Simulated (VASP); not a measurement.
Set up this calculation in VASP 6.6.1, as the native input.

* Task: single point
* Functional: PBEsol
* Dispersion: D3(BJ)
* Potentials or basis: VASP PAW PBE potentials, release 64 (Ca_sv, O)
* Cutoff: 520 eV
* k mesh: 10 × 10 × 10
* Occupations: fermi-dirac, width 0.05 eV
* Spin: no spin polarisation
* Dipole correction: no
* Further INCAR settings: ALGO = Normal; EDIFF = 1e-06; NBANDS = 15

The structure of CaO lies in POSCAR:

```
CaO
1.0
    0.0000000000      2.3640789273      2.3640789273
    2.3640789273      0.0000000000      2.3640789273
    2.3640789273      2.3640789273      0.0000000000
Ca O
1 1
Direct
    0.0000000000      0.0000000000      0.0000000000
    0.5000000000      0.5000000000      0.5000000000
```

These files were run (other wordings do the same):

INCAR

```
PREC     = Accurate       # precision mode
ENCUT    = 520            # plane-wave cutoff, eV
EDIFF    = 1E-6           # SCF threshold, eV
ISMEAR   = -1             # smearing method
SIGMA    = 0.05           # smearing width, eV
LREAL    = False          # projectors in reciprocal space
LASPH    = True           # aspherical terms in the spheres
NELM     = 100            # most SCF steps
ALGO     = Normal         # electronic algorithm
ISIF     = 2              # what is computed and relaxed
LWAVE    = False          # write WAVECAR
LCHARG   = False          # write CHGCAR
GGA      = PS             # functional
IVDW     = 12             # dispersion correction
NBANDS   = 15             # bands
```

KPOINTS

```
regular mesh
0
Gamma
  10 10 10
```

Potentials or basis: VASP PAW PBE potentials, release 64 (Ca_sv, O).

The run is started by

```console
$ cat potpaw_PBE.64/Ca_sv/POTCAR potpaw_PBE.64/O/POTCAR > POTCAR
$ mpirun -np 1 vasp_std > vasp.out
```

It gave:

```yaml
Pressure: 0.2 GPa
Band_gap_on_the_k_mesh: 3.51 eV (least direct gap 3.87 eV)
Dispersion_energy_per_atom: -0.277 eV
```

Caveat: three body term missing; the PAW data sets were made with another functional, which shifts forces and pressure a little.

It took 46 s on 1 thread of AMD EPYC 7R43 64-Core Processor (Zen 3), with other jobs on the host, peak memory 0.14 GiB.
